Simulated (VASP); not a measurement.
# Cd (Fd-3m) in VASP: notebook

Cd is run at these levels: PBE; tasks: single point.

Program: VASP 6.6.1. These are calculated values, not measurements. Logs are shortened: lines on timing, memory, paths and dates and some standing lists are left out, and cuts for length are marked.

## (1) The cell of the first run

Symmetry: Fd-3m, No. 227, cubic system. The conventional cell has a = 5.493 Å, b = 5.493 Å, c = 5.493 Å, α = 90.00°, β = 90.00°, γ = 90.00°. Within 3.1 Å of Cd (site symmetry -43m) lie 4 Cd at 2.38 Å.

This isn't the form of Cd at room conditions, which is hcp.

## (2) Single point, PBE

Input file INCAR:

```
SYSTEM = Cd
ALGO     = Normal         ! electronic algorithm
EDIFF    = 1E-7           ! SCF threshold, eV
ENCUT    = 520            ! plane-wave cutoff, eV
GGA      = PE             ! functional
ISIF     = 2              ! what is computed and relaxed
ISMEAR   = -1             ! smearing method
LASPH    = .TRUE.         ! aspherical terms in the spheres
LCHARG   = .FALSE.        ! write CHGCAR
LREAL    = .FALSE.        ! projectors in reciprocal space
LWAVE    = .FALSE.        ! write WAVECAR
NBANDS   = 19             ! bands
NELM     = 100            ! most SCF steps
PREC     = Accurate       ! precision mode
SIGMA    = 0.1            ! smearing width, eV
```

Input file KPOINTS:

```
k-points
0
G
  12 12 12
  0 0 0
```

Input file POSCAR:

```
Cd
1.0
    0.0000000000      2.7463518583      2.7463518583
    2.7463518583      0.0000000000      2.7463518583
    2.7463518583      2.7463518583      0.0000000000
Cd
2
Direct
   -0.1250000000     -0.1250000000     -0.1250000000
    0.1250000000      0.1250000000      0.1250000000
```

Potentials or basis: VASP PAW PBE potentials, release 64 (Cd).

The run is started by

```bash
cat potpaw_PBE.64/Cd/POTCAR > POTCAR
mpirun -np 1 vasp_std > vasp.out
```

OUTCAR:

```text
SYSTEM = Cd
   EDIFF = 1E-7
   ENCUT = 520
   GGA = PE
   ISIF = 2
   ISMEAR = -1
   LASPH = .TRUE.
   LREAL = .FALSE.
   NELM = 100
   PREC = Accurate

 ion  position               nearest neighbor table
   1  0.875  0.875  0.875-   2 2.38   2 2.38   2 2.38   2 2.38
   2  0.125  0.125  0.125-   1 2.38   1 2.38   1 2.38   1 2.38

  LATTYP: Found a face centered cubic cell.
 ALAT       =     5.4927037166

  Lattice vectors:

 A1 = (   0.0000000000,   2.7463518583,   2.7463518583)
 A2 = (   2.7463518583,   0.0000000000,   2.7463518583)
 A3 = (   2.7463518583,   2.7463518583,   0.0000000000)

Analysis of symmetry for initial positions (statically):
=====================================================================
 Subroutine PRICEL returns:
 Original cell was already a primitive cell.

 Routine SETGRP: Setting up the symmetry group for a
 face centered cubic supercell.

 Subroutine GETGRP returns: Found 48 space group operations
 (whereof 12 operations were pure point group operations)
 out of a pool of 48 trial point group operations.

The static configuration has the point symmetry D_3d.
 The point group associated with its full space group is O_h .

Analysis of symmetry for dynamics (positions and initial velocities):
=====================================================================
 Subroutine PRICEL returns:
 Original cell was already a primitive cell.

 Routine SETGRP: Setting up the symmetry group for a
 face centered cubic supercell.

 Subroutine GETGRP returns: Found 48 space group operations
 (whereof 12 operations were pure point group operations)
 out of a pool of 48 trial point group operations.

The dynamic configuration has the point symmetry D_3d.
 The point group associated with its full space group is O_h .

 Subroutine INISYM returns: Found 48 space group operations
 (whereof 12 operations are pure point group operations),
 and found     1 'primitive' translations

----------------------------------------------------------------------------------------

                                     Primitive cell

  volume of cell :      41.4284

  direct lattice vectors                    reciprocal lattice vectors
     0.000000000  2.746351858  2.746351858    -0.182059702  0.182059702  0.182059702
     2.746351858  0.000000000  2.746351858     0.182059702 -0.182059702  0.182059702
     2.746351858  2.746351858  0.000000000     0.182059702  0.182059702 -0.182059702

  length of vectors
     3.883928045  3.883928045  3.883928045     0.315336653  0.315336653  0.315336653

  position of ions in fractional coordinates (direct lattice)
     0.875000000  0.875000000  0.875000000
     0.125000000  0.125000000  0.125000000

  ion indices of the primitive-cell ions
   primitive index   ion index
                 1           1
                 2           2

----------------------------------------------------------------------------------------

 KPOINTS: k-points

Automatic generation of k-mesh.
 Grid dimensions read from file:
 generate k-points for:   12   12   12

 Generating k-lattice:

  Cartesian coordinates                     Fractional coordinates (reciprocal lattice)
    -0.015171642  0.015171642  0.015171642     0.083333333  0.000000000  0.000000000
     0.015171642 -0.015171642  0.015171642     0.000000000  0.083333333  0.000000000
     0.015171642  0.015171642 -0.015171642     0.000000000  0.000000000  0.083333333

  Length of vectors
     0.026278054  0.026278054  0.026278054

  Shift w.r.t. Gamma in fractional coordinates (k-lattice)
     0.000000000  0.000000000  0.000000000

 Subroutine IBZKPT returns following result:
 ===========================================

 Found     72 irreducible k-points:

 Following reciprocal coordinates:
            Coordinates               Weight
  0.000000  0.000000  0.000000      1.000000
  0.083333  0.000000  0.000000      8.000000
  0.166667  0.000000  0.000000      8.000000
  0.250000  0.000000  0.000000      8.000000
  0.333333  0.000000  0.000000      8.000000
  0.416667  0.000000  0.000000      8.000000
[... 16 lines left out ...]
  0.500000  0.166667  0.000000     24.000000
 -0.416667  0.166667  0.000000     24.000000
 [... further k-points ...]
   k-points           NKPTS =     72   k-points in BZ     NKDIM =     72   number of bands    NBANDS=     19
   number of dos      NEDOS =    301   number of ions     NIONS =      2
   total plane-waves  NPLWV =  27000
   dimension x,y,z NGX =    30 NGY =   30 NGZ =   30
   dimension x,y,z NGXF=    60 NGYF=   60 NGZF=   60
   ions per type =               2
   NGX,Y,Z   is equivalent  to a cutoff of  12.84, 12.84, 12.84 a.u.
   NGXF,Y,Z  is equivalent  to a cutoff of  25.68, 25.68, 25.68 a.u.
 SYSTEM =  Cd
   PREC   = accura    normal or accurate (medium, high low for compatibility)
   ISTART =      0    job   : 0-new  1-cont  2-samecut
   ICHARG =      2    charge: 1-file 2-atom 10-const
   ISPIN  =      1    spin polarized calculation?
   LNONCOLLINEAR =      F non collinear calculations
   LSORBIT =      F    spin-orbit coupling
   LASPH  =      T    aspherical Exc in radial PAW
   ENCUT  =  520.0 eV  38.22 Ry    6.18 a.u.   7.22  7.22  7.22*2*pi/ulx,y,z
   NELM   =    100;   NELMIN=  2; NELMDL= -5     # of ELM steps
   EDIFF  = 0.1E-06   stopping-criterion for ELM
   LREAL  =      F    real-space projection
   EDIFFG = 0.1E-05   stopping-criterion for IOM
   NSW    =      0    number of steps for IOM
   IBRION =     -1    ionic relax: 0-MD 1-quasi-New 2-CG
   NFREE  =      0    steps in history (QN), initial steepest desc. (CG)
   ISIF   =      2    stress and relaxation
   ISYM   =      2    0-nonsym 1-usesym 2-fastsym
   POTIM  = 0.5000    time-step for ionic-motion
   TEBEG  =    0.0;   TEEND  =   0.0 temperature during run
   PSTRESS=    0.0 pullay stress
   NELECT =      24.0000    total number of electrons
   NUPDOWN=      -1.0000    fix difference up-down
   EMIN   =  10.00;   EMAX   =-10.00  energy-range for DOS
   EFERMI =   0.00;   METHOD = LEGACY
   ISMEAR =    -1;   SIGMA  =   0.10  broadening in eV -4-tet -1-fermi 0-gaus
   EFERMI_NEDOS =   21; number of points for ismear=-14 and -15
   IALGO  =     38    algorithm
   IMIX   =      4    mixing-type and parameters
     AMIX     =   0.40;   BMIX     =  1.00
     AMIX_MAG =   1.60;   BMIX_MAG =  1.00
  volume/ion in A,a.u.               =      20.71       139.79
  Fermi-wavevector in a.u.,A,eV,Ry     =   1.364727  2.578960 25.340570  1.862479
  Thomas-Fermi vector in A             =   2.491017
   LORBIT       =      0    0 simple, 1 ext, 2 COOP (PROOUT), +10 PAW based schemes
   GGA     = PE    functional components
   LHFCALC =     F    Hartree Fock is set to
   AEXX    =    0.0000 exact exchange contribution
   IVDW    =     0    specifies the selected vdW correction
   LEPSILON=     F    determine dielectric tensor
   LRPA    =     F    only Hartree local field effects (RPA)
 non-spin polarized calculation
  energy-cutoff  :      520.00
  volume of cell :       41.43
 maximum number of plane-waves:      1139
 NGX is ok and might be reduce to    30
   NGX = 15   NGY = 15   NGZ = 15

 number of electron      23.9999995 magnetization

 Free energy of the ion-electron system (eV)
  ---------------------------------------------------
  ext. energy  EPLUGINS =         0.00000000
  ---------------------------------------------------
  free energy    TOTEN  =         1.92462534 eV

  energy without entropy =        1.94956171  energy(sigma->0) =        1.93709352

 E-fermi :   3.2104     XC(G=0): -10.9876

 val. band max:        3.2034772950   @ k =  -0.2500   0.1667   0.0000
 cond. band min:       3.2275399888   @ k =  -0.3333   0.3333   0.1667
 fundamental gap:      0.0240626937
 Fermi energy:         3.2103862965

 k-point     1 :       0.0000    0.0000    0.0000
  band No.  band energies     occupation
      1      -7.7638      2.00000
      2      -7.7638      2.00000
      3      -7.7638      2.00000
      4      -7.7446      2.00000
      5      -7.7446      2.00000
      6      -6.1836      2.00000
[... 11 lines left out ...]
     18      12.9124      0.00000
     19      12.9479      0.00000

 k-point     2 :       0.0833    0.0000    0.0000
  band No.  band energies     occupation
      1      -7.8682      2.00000
      2      -7.8682      2.00000
      3      -7.7603      2.00000
      4      -7.6190      2.00000
      5      -7.6190      2.00000
      6      -6.1748      2.00000
[... 11 lines left out ...]
     18      13.2950      0.00000
     19      14.0795      0.00000

 k-point     3 :       0.1667    0.0000    0.0000
  band No.  band energies     occupation
      1      -7.9425      2.00000
      2      -7.9425      2.00000
      3      -7.7531      2.00000
      4      -7.4929      2.00000
      5      -7.4929      2.00000
      6      -6.2220      2.00000
[... 11 lines left out ...]
     18      13.4918      0.00000
     19      14.7171      0.00000

 k-point     4 :       0.2500    0.0000    0.0000
  band No.  band energies     occupation
      1      -7.9714      2.00000
      2      -7.9714      2.00000
      3      -7.7463      2.00000
      4      -7.4114      2.00000
      5      -7.4114      2.00000
      6      -6.3262      2.00000
[... 11 lines left out ...]
     18      13.1060      0.00000
     19      15.4059      0.00000

 k-point     5 :       0.3333    0.0000    0.0000
  band No.  band energies     occupation
      1      -7.9597      2.00000
      2      -7.9597      2.00000
      3      -7.7400      2.00000
      4      -7.3953      2.00000
      5      -7.3953      2.00000
      6      -6.4413      2.00000
[... 11 lines left out ...]
     18      12.6546      0.00000
     19      16.6539      0.00000

 k-point     6 :       0.4167    0.0000    0.0000
  band No.  band energies     occupation
      1      -7.9265      2.00000
      2      -7.9265      2.00000
      3      -7.7342      2.00000
      4      -7.4242      2.00000
      5      -7.4242      2.00000
      6      -6.5294      2.00000
[... 11 lines left out ...]
     18      12.3281      0.00000
     19      17.9644      0.00000

 k-point     7 :       0.5000    0.0000    0.0000
  band No.  band energies     occupation
      1      -7.9075      2.00000
      2      -7.9075      2.00000
      3      -7.7315      2.00000
      4      -7.4448      2.00000
      5      -7.4448      2.00000
      6      -6.5624      2.00000
[... 11 lines left out ...]
     18      12.2060      0.00000
     19      18.7000      0.00000

 k-point     8 :       0.0833    0.0833    0.0000
  band No.  band energies     occupation
      1      -7.9391      2.00000
      2      -7.7743      2.00000
      3      -7.7743      2.00000
      4      -7.7014      2.00000
      5      -7.5266      2.00000
      6      -6.1983      2.00000
[... 256 lines left out ...]
 k-point    20 :       0.2500    0.1667    0.0000
  band No.  band energies     occupation
      1      -8.1098      2.00000
      2      -7.8338      2.00000
      3      -7.8122      2.00000
      4      -7.4745      2.00000
      5      -7.1370      2.00000
      6      -6.5845      2.00000
[... 11 lines left out ...]
     18      15.6220      0.00000
     19      15.9816      0.00000

 k-point    21 :       0.3333    0.1667    0.0000
  band No.  band energies     occupation
      1      -8.1300      2.00000
      2      -7.8621      2.00000
      3      -7.8014      2.00000
      4      -7.3855      2.00000
      5      -7.0566      2.00000
      6      -6.6746      2.00000
[... 11 lines left out ...]
     18      15.1101      0.00000
     19      15.5670      0.00000

 k-point    22 :       0.4167    0.1667    0.0000
  band No.  band energies     occupation
      1      -8.1386      2.00000
      2      -7.8913      2.00000
      3      -7.7622      2.00000
      4      -7.3157      2.00000
      5      -7.0667      2.00000
      6      -6.6874      2.00000
[... 11 lines left out ...]
     18      14.8405      0.00000
     19      15.4197      0.00000

 k-point    23 :       0.5000    0.1667    0.0000
  band No.  band energies     occupation
      1      -8.1377      2.00000
      2      -7.9373      2.00000
      3      -7.6934      2.00000
      4      -7.2429      2.00000
      5      -7.1475      2.00000
      6      -6.6734      2.00000
[... 11 lines left out ...]
     18      15.3375      0.00000
     19      15.7253      0.00000

 k-point    24 :      -0.4167    0.1667    0.0000
  band No.  band energies     occupation
      1      -8.1179      2.00000
      2      -7.9996      2.00000
      3      -7.6135      2.00000
      4      -7.2757      2.00000
      5      -7.1592      2.00000
      6      -6.6356      2.00000
[... 11 lines left out ...]
     18      15.8742      0.00000
     19      17.2562      0.00000

 [... further k-points ...]

------------------------ aborting loop because EDIFF is reached ----------------------------------------

  FORCE on cell =-STRESS in cart. coord.  units (eV):
  Direction    XX          YY          ZZ          XY          YZ          ZX
  --------------------------------------------------------------------------------------
  -------------------------------------------------------------------------------------
  Total       12.9645178     12.9645178     12.9645178      0.0000000     -0.0000000      0.0000000
  in kB      501.3816341    501.3816341    501.3816341      0.0000000     -0.0000000      0.0000000
  external PRESSURE =     501.3816341 kB  Pullay stress =       0.0000000 kB

 VOLUME and BASIS-vectors are now :
 -----------------------------------------------------------------------------
  energy-cutoff  :      520.00
  volume of cell :       41.43
      direct lattice vectors                 reciprocal lattice vectors
     0.000000000  2.746351858  2.746351858    -0.182059702  0.182059702  0.182059702
     2.746351858  0.000000000  2.746351858     0.182059702 -0.182059702  0.182059702
     2.746351858  2.746351858  0.000000000     0.182059702  0.182059702 -0.182059702

 POSITION                                       TOTAL-FORCE (eV/Angst)
 -----------------------------------------------------------------------------------
      4.80612      4.80612      4.80612        -0.000000     -0.000000     -0.000000
      0.68659      0.68659      0.68659         0.000000      0.000000      0.000000
 -----------------------------------------------------------------------------------
    total drift:                               -0.000000      0.000000      0.000000

  FREE ENERGIE OF THE ION-ELECTRON SYSTEM (eV)
  ---------------------------------------------------
  free  energy   TOTEN  =         1.9246253367 eV

  energy  without entropy=        1.9495617084  energy(sigma->0) =        1.93709352
```

Wall time 70 s (1 thread of Intel Xeon 8259CL, shared host); peak memory 0.19 GiB.

Results:

```
Free energy            : 1.9246 eV
Pressure               : 50.1 GPa
Band gap on the k mesh : zero (bands 12 and 13 overlap by 8.92 eV)
```

Caveat: the cell stands under pressure.

## (3) Single point, PBE

Input file INCAR:

```
SYSTEM = Cd
PREC     = Accurate       ! precision mode
ENCUT    = 520            ! plane-wave cutoff, eV
EDIFF    = 1E-7           ! SCF threshold, eV
ISMEAR   = -1             ! smearing method
SIGMA    = 0.1            ! smearing width, eV
LREAL    = .False.        ! projectors in reciprocal space
LASPH    = .True.         ! aspherical terms in the spheres
NELM     = 60             ! most SCF steps
ALGO     = Normal         ! electronic algorithm
ISIF     = 2              ! what is computed and relaxed
LWAVE    = .False.        ! write WAVECAR
LCHARG   = .True.         ! write CHGCAR
GGA      = PE             ! functional
LELF     = .True.         ! ELF
LVHAR    = .True.       
NBANDS   = 19             ! bands
```

Input file KPOINTS:

```
regular mesh
0
Gamma
  12 12 12
  0 0 0
```

Input file POSCAR:

```
Cd
1.0
    0.0000000000      2.7466423301      2.7466423301
    2.7466423301      0.0000000000      2.7466423301
    2.7466423301      2.7466423301      0.0000000000
Cd
2
Direct
   -0.1250000000     -0.1250000000     -0.1250000000
    0.1250000000      0.1250000000      0.1250000000
```

Potentials or basis: VASP PAW PBE potentials, release 64 (Cd).

The run is started by

```bash
cat potpaw_PBE.64/Cd/POTCAR > POTCAR
mpirun -np 1 vasp_std > vasp.out
```

Run time: 69 s. Hardware: 1 thread of Intel Xeon 8259CL, shared host; peak memory 0.19 GiB.

Results (log left out):

```yaml
Free_energy: 1.9205 eV
Pressure: 50.1 GPa
Band_gap_on_the_k_mesh: zero (bands 12 and 13 overlap by 8.92 eV)
```

Levels at points of the mesh, in eV from the Fermi level:
```
           k point  band 9  band 10  band 11  band 12  band 13  band 14  band 15  band 16
(0.00, 0.00, 0.00)   -9.09    -8.37    -8.37     7.62     7.62     7.62     8.28     8.28
(0.50, 0.00, 0.00)   -8.40    -8.40    -4.75    -4.24     4.50     4.50     8.12     8.89
(0.50, 0.50, 0.00)   -8.25    -8.25    -3.26    -3.26     0.96     0.96     5.50     5.50
```

Caveat: the cell stands under pressure.
